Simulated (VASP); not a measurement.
# Cr (Im-3m) in VASP: single point with PBE

Aim: the single point of Cr with PBE.

Program: VASP 6.6.1. These are calculated values, not measurements. Logs are shortened: lines on timing, memory, paths and dates and some standing lists are left out, and cuts for length are marked.

### Step 1. The cell of the first run

Symmetry: Im-3m, No. 229, cubic system. Conventional cell: a = 2.848 Å, b = 2.848 Å, c = 2.848 Å, α = 90.00°, β = 90.00°, γ = 90.00°. Within 3.3 Å of Cr (site symmetry m-3m) lie 14 Cr at 2.47 to 2.85 Å.

### Step 2. Single point, PBE, collinear spin, ferromagnetic start

Contents of INCAR:

```
PREC = Accurate
ENCUT = 520
EDIFF = 1E-6
ISMEAR = -1
SIGMA = 0.08
LREAL = False
LASPH = True
NELM = 150
ALGO = Normal
ISIF = 2
LWAVE = False
LCHARG = False
ISPIN = 2
MAGMOM = 2
LORBIT = 11
LMAXMIX = 4
GGA = PE
NBANDS = 16
```

Contents of KPOINTS:

```
regular mesh
0
Gamma
  21 21 21
```

Contents of POSCAR:

```
Cr
1.0
   -1.4242444449      1.4242444449      1.4242444449
    1.4242444449     -1.4242444449      1.4242444449
    1.4242444449      1.4242444449     -1.4242444449
Cr
1
Direct
    0.0000000000      0.0000000000      0.0000000000
```

Potentials or basis: VASP PAW PBE potentials, release 64 (Cr_pv).

On the command line:

```sh
> cat potpaw_PBE.64/Cr_pv/POTCAR > POTCAR
> mpirun -np 1 vasp_std > vasp.out
```

OUTCAR:

```text
PREC = Accurate
   ENCUT = 520
   EDIFF = 1E-6
   ISMEAR = -1
   LREAL = False
   LASPH = True
   NELM = 150
   ISIF = 2
   ISPIN = 2
   LORBIT = 11
   GGA = PE

 ion  position               nearest neighbor table
   1  0.000  0.000  0.000-

  LATTYP: Found a body centered cubic cell.
 ALAT       =     2.8484888898

  Lattice vectors:

 A1 = (  -1.4242444449,   1.4242444449,   1.4242444449)
 A2 = (   1.4242444449,  -1.4242444449,   1.4242444449)
 A3 = (   1.4242444449,   1.4242444449,  -1.4242444449)

Analysis of symmetry for initial positions (statically):
=====================================================================
 Subroutine PRICEL returns:
 Original cell was already a primitive cell.

 Routine SETGRP: Setting up the symmetry group for a
 body centered cubic supercell.

 Subroutine GETGRP returns: Found 48 space group operations
 (whereof 48 operations were pure point group operations)
 out of a pool of 48 trial point group operations.

The static configuration has the point symmetry O_h .

Analysis of symmetry for dynamics (positions and initial velocities):
=====================================================================
 Subroutine PRICEL returns:
 Original cell was already a primitive cell.

 Routine SETGRP: Setting up the symmetry group for a
 body centered cubic supercell.

 Subroutine GETGRP returns: Found 48 space group operations
 (whereof 48 operations were pure point group operations)
 out of a pool of 48 trial point group operations.

The dynamic configuration has the point symmetry O_h .

Analysis of structural, dynamic, and magnetic symmetry:
=====================================================================
 Subroutine PRICEL returns:
 Original cell was already a primitive cell.

 Routine SETGRP: Setting up the symmetry group for a
 body centered cubic supercell.

 Subroutine GETGRP returns: Found 48 space group operations
 (whereof 48 operations were pure point group operations)
 out of a pool of 48 trial point group operations.

The overall configuration has the point symmetry O_h .

 Subroutine INISYM returns: Found 48 space group operations
 (whereof 48 operations are pure point group operations),
 and found     1 'primitive' translations

----------------------------------------------------------------------------------------

                                     Primitive cell

  volume of cell :      11.5562

  direct lattice vectors                    reciprocal lattice vectors
    -1.424244445  1.424244445  1.424244445     0.000000000  0.351063332  0.351063332
     1.424244445 -1.424244445  1.424244445     0.351063332  0.000000000  0.351063332
     1.424244445  1.424244445 -1.424244445     0.351063332  0.351063332  0.000000000

  length of vectors
     2.466863741  2.466863741  2.466863741     0.496478525  0.496478525  0.496478525

  position of ions in fractional coordinates (direct lattice)
     0.000000000  0.000000000  0.000000000

  ion indices of the primitive-cell ions
   primitive index   ion index
                 1           1

----------------------------------------------------------------------------------------

 KPOINTS: regular mesh

Automatic generation of k-mesh.
 Grid dimensions read from file:
 generate k-points for:   21   21   21

 Generating k-lattice:

  Cartesian coordinates                     Fractional coordinates (reciprocal lattice)
     0.000000000  0.016717302  0.016717302     0.047619048  0.000000000  0.000000000
     0.016717302  0.000000000  0.016717302     0.000000000  0.047619048  0.000000000
     0.016717302  0.016717302  0.000000000     0.000000000  0.000000000  0.047619048

  Length of vectors
     0.023641835  0.023641835  0.023641835

  Shift w.r.t. Gamma in fractional coordinates (k-lattice)
     0.000000000  0.000000000  0.000000000

 Subroutine IBZKPT returns following result:
 ===========================================

 Found    286 irreducible k-points:

 Following reciprocal coordinates:
            Coordinates               Weight
  0.000000  0.000000  0.000000      1.000000
  0.047619  0.000000  0.000000     12.000000
  0.095238  0.000000  0.000000     12.000000
  0.142857  0.000000  0.000000     12.000000
  0.190476  0.000000  0.000000     12.000000
  0.238095  0.000000  0.000000     12.000000
[... 16 lines left out ...]
  0.142857  0.095238 -0.000000     48.000000
  0.190476  0.095238  0.000000     48.000000
 [... further k-points ...]
   k-points           NKPTS =    286   k-points in BZ     NKDIM =    286   number of bands    NBANDS=     16
   number of dos      NEDOS =    301   number of ions     NIONS =      1
   total plane-waves  NPLWV =   5832
   dimension x,y,z NGX =    18 NGY =   18 NGZ =   18
   dimension x,y,z NGXF=    36 NGYF=   36 NGZF=   36
   ions per type =               1
   NGX,Y,Z   is equivalent  to a cutoff of  12.13, 12.13, 12.13 a.u.
   NGXF,Y,Z  is equivalent  to a cutoff of  24.26, 24.26, 24.26 a.u.
 SYSTEM =  unknown system
   PREC   = accura    normal or accurate (medium, high low for compatibility)
   ISTART =      0    job   : 0-new  1-cont  2-samecut
   ICHARG =      2    charge: 1-file 2-atom 10-const
   ISPIN  =      2    spin polarized calculation?
   LNONCOLLINEAR =      F non collinear calculations
   LSORBIT =      F    spin-orbit coupling
   LASPH  =      T    aspherical Exc in radial PAW
   ENCUT  =  520.0 eV  38.22 Ry    6.18 a.u.   4.59  4.59  4.59*2*pi/ulx,y,z
   NELM   =    150;   NELMIN=  2; NELMDL= -5     # of ELM steps
   EDIFF  = 0.1E-05   stopping-criterion for ELM
   LREAL  =      F    real-space projection
   EDIFFG = 0.1E-04   stopping-criterion for IOM
   NSW    =      0    number of steps for IOM
   IBRION =     -1    ionic relax: 0-MD 1-quasi-New 2-CG
   NFREE  =      0    steps in history (QN), initial steepest desc. (CG)
   ISIF   =      2    stress and relaxation
   ISYM   =      2    0-nonsym 1-usesym 2-fastsym
   POTIM  = 0.5000    time-step for ionic-motion
   TEBEG  =    0.0;   TEEND  =   0.0 temperature during run
   PSTRESS=    0.0 pullay stress
   NELECT =      12.0000    total number of electrons
   NUPDOWN=      -1.0000    fix difference up-down
   EMIN   =  10.00;   EMAX   =-10.00  energy-range for DOS
   EFERMI =   0.00;   METHOD = LEGACY
   ISMEAR =    -1;   SIGMA  =   0.08  broadening in eV -4-tet -1-fermi 0-gaus
   EFERMI_NEDOS =   21; number of points for ismear=-14 and -15
   IALGO  =     38    algorithm
   IMIX   =      4    mixing-type and parameters
     AMIX     =   0.40;   BMIX     =  1.00
     AMIX_MAG =   1.60;   BMIX_MAG =  1.00
  volume/ion in A,a.u.               =      11.56        77.98
  Fermi-wavevector in a.u.,A,eV,Ry     =   1.657795  3.132777 37.392658  2.748283
  Thomas-Fermi vector in A             =   2.745486
   LORBIT       =     11    0 simple, 1 ext, 2 COOP (PROOUT), +10 PAW based schemes
   GGA     = PE    functional components
   LHFCALC =     F    Hartree Fock is set to
   AEXX    =    0.0000 exact exchange contribution
   IVDW    =     0    specifies the selected vdW correction
   LEPSILON=     F    determine dielectric tensor
   LRPA    =     F    only Hartree local field effects (RPA)
 spin polarized calculation
  energy-cutoff  :      520.00
  volume of cell :       11.56
 maximum number of plane-waves:       325
   NGX =  9   NGY =  9   NGZ =  9

 number of electron      11.9999993 magnetization       0.0004693

 number of electron      11.9999993 magnetization      -0.0001226

 Free energy of the ion-electron system (eV)
  ---------------------------------------------------
  ext. energy  EPLUGINS =         0.00000000
  ---------------------------------------------------
  free energy    TOTEN  =        -9.52298668 eV

  energy without entropy =       -9.50710973  energy(sigma->0) =       -9.51504821

 E-fermi :  10.9744     XC(G=0): -13.6715

 val. band max:       10.9644879347   @ k =  -0.4286   0.4286   0.0476
 cond. band min:      10.9843513941   @ k =  -0.1905   0.2381   0.0952
 fundamental gap:      0.0198634594
 Fermi energy:        10.9744171654

 spin component 1

 k-point     1 :       0.0000    0.0000    0.0000
  band No.  band energies     occupation
      1     -31.7632      1.00000
      2     -31.7632      1.00000
      3     -31.7632      1.00000
      4       3.1107      1.00000
      5      10.0539      0.99999
      6      10.0539      0.99999
[... 8 lines left out ...]
     15      40.7543      0.00000
     16      45.3118      0.00000

 k-point     2 :       0.0476    0.0000    0.0000
  band No.  band energies     occupation
      1     -31.7845      1.00000
      2     -31.7697      1.00000
      3     -31.7633      1.00000
      4       3.2107      1.00000
      5      10.0151      0.99999
      6      10.0480      0.99999
[... 8 lines left out ...]
     15      40.9841      0.00000
     16      44.0057      0.00000
[... 387 lines left out ...]
      5       9.5213      1.00000
      6       9.6513      1.00000
[... 8 lines left out ...]
     15      39.4741      0.00000
     16      42.2548      0.00000

 k-point    24 :       0.1905    0.0952    0.0000
  band No.  band energies     occupation
      1     -32.2242      1.00000
      2     -31.8984      1.00000
      3     -31.7928      1.00000
      4       5.4958      1.00000
      5       9.2941      1.00000
      6       9.5284      1.00000
[... 8 lines left out ...]
     15      39.9909      0.00000
     16      41.8342      0.00000

 [... further k-points ...]

 spin component 2

 k-point     1 :       0.0000    0.0000    0.0000
  band No.  band energies     occupation
      1     -31.7632      1.00000
      2     -31.7632      1.00000
      3     -31.7632      1.00000
      4       3.1106      1.00000
      5      10.0538      0.99999
      6      10.0538      0.99999
[... 8 lines left out ...]
     15      40.7541      0.00000
     16      45.3119      0.00000

 k-point     2 :       0.0476    0.0000    0.0000
  band No.  band energies     occupation
      1     -31.7844      1.00000
      2     -31.7697      1.00000
      3     -31.7633      1.00000
      4       3.2106      1.00000
      5      10.0150      0.99999
      6      10.0479      0.99999
[... 8 lines left out ...]
     15      40.9839      0.00000
     16      44.0057      0.00000
[... 387 lines left out ...]
      5       9.5212      1.00000
      6       9.6512      1.00000
[... 8 lines left out ...]
     15      39.4740      0.00000
     16      42.2547      0.00000

 k-point    24 :       0.1905    0.0952    0.0000
  band No.  band energies     occupation
      1     -32.2242      1.00000
      2     -31.8984      1.00000
      3     -31.7927      1.00000
      4       5.4957      1.00000
      5       9.2941      1.00000
      6       9.5283      1.00000
[... 8 lines left out ...]
     15      39.9907      0.00000
     16      41.8342      0.00000

 [... further k-points ...]

------------------------ aborting loop because EDIFF is reached ----------------------------------------

  FORCE on cell =-STRESS in cart. coord.  units (eV):
  Direction    XX          YY          ZZ          XY          YZ          ZX
  --------------------------------------------------------------------------------------
  -------------------------------------------------------------------------------------
  Total       -0.0367895     -0.0367895     -0.0367895      0.0000000      0.0000000     -0.0000000
  in kB       -5.1005904     -5.1005904     -5.1005904      0.0000000      0.0000000     -0.0000000
  external PRESSURE =      -5.1005904 kB  Pullay stress =       0.0000000 kB

 VOLUME and BASIS-vectors are now :
 -----------------------------------------------------------------------------
  energy-cutoff  :      520.00
  volume of cell :       11.56
      direct lattice vectors                 reciprocal lattice vectors
    -1.424244445  1.424244445  1.424244445     0.000000000  0.351063332  0.351063332
     1.424244445 -1.424244445  1.424244445     0.351063332  0.000000000  0.351063332
     1.424244445  1.424244445 -1.424244445     0.351063332  0.351063332  0.000000000

 POSITION                                       TOTAL-FORCE (eV/Angst)
 -----------------------------------------------------------------------------------
      0.00000      0.00000      0.00000        -0.000000     -0.000000      0.000000
 -----------------------------------------------------------------------------------
    total drift:                                0.000000     -0.000000      0.000000

  FREE ENERGIE OF THE ION-ELECTRON SYSTEM (eV)
  ---------------------------------------------------
  free  energy   TOTEN  =        -9.5229866824 eV

  energy  without entropy=       -9.5071097300  energy(sigma->0) =       -9.51504821

 total charge

# of ion       s       p       d       tot
------------------------------------------
    1        0.440   6.406   4.210  11.057

 magnetization (x)

# of ion       s       p       d       tot
------------------------------------------
    1        0.000  -0.000  -0.000  -0.000
```

Wall time 65 s (1 thread of AMD EPYC 7R13 (Zen 3), shared host); peak memory 0.16 GiB.

What came out:

```yaml
Free_energy: -9.5230 eV
Pressure: -0.5 GPa
Band_gap_on_the_k_mesh: zero (filled and empty bands overlap)
Net_moment: 0.00 μB per cell
Valence_electrons_inside_the_program's_atomic_spheres: Cr 11.06
```

Caveat: the starting moments collapsed, and a magnetic state may lie lower.
